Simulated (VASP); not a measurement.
Wanted: the native input for a VASP 6.6.1 run.

* Task: single point
* Functional: revPBE
* Potentials or basis: VASP PAW PBE potentials, release 64 (Fe)
* Cutoff: 520 eV
* k mesh: 19 × 19 × 6
* Occupations: fermi-dirac, width 0.1 eV
* Spin: no spin polarisation
* Dipole correction: no
* Further INCAR settings: ALGO = Normal; EDIFF = 1e-06; NBANDS = 24

The structure of Fe lies in POSCAR:

```
Fe
1.0
    2.4634758803      0.0000000000      0.0000000000
   -1.2317379402      2.1334326940      0.0000000000
    0.0000000000      0.0000000000      7.9300224842
Fe
4
Direct
    1.0000000000      1.0000000000      0.0000000000
    1.0000000000      1.0000000000      0.5000000000
    0.3333333333      0.6666666667      0.2500000000
    0.6666666667      0.3333333333      0.7500000000
```

This isn't the form of Fe at room conditions, which is bcc.

The input as run:

INCAR

```
SYSTEM = Fe
ALGO = Normal
EDIFF = 1E-6
ENCUT = 520
GGA = RE
ISIF = 2
ISMEAR = -1
LASPH = .TRUE.
LCHARG = .TRUE.
LELF = .TRUE.
LREAL = .FALSE.
LVHAR = .TRUE.
LWAVE = .FALSE.
NBANDS = 24
NELM = 60
PREC = Accurate
SIGMA = 0.1
```

KPOINTS

```
k-points
0
G
  19 19 6
  0 0 0
```

Potentials or basis: VASP PAW PBE potentials, release 64 (Fe).

Launch:

```bash
$ cat potpaw_PBE.64/Fe/POTCAR > POTCAR
$ mpirun -np 1 vasp_std > vasp.out
```

Results of the run:

```
Pressure               : -0.6 GPa
Band gap on the k mesh : zero (bands 16 and 17 overlap by 1.65 eV)
```

Caveat: the PAW data sets were made with another functional, which shifts forces and pressure a little; the run has no spin polarisation, though such a crystal can be magnetic.

It took 3.1 min on 1 thread of Intel Xeon 8259CL, on a shared host, peak memory 0.24 GiB.
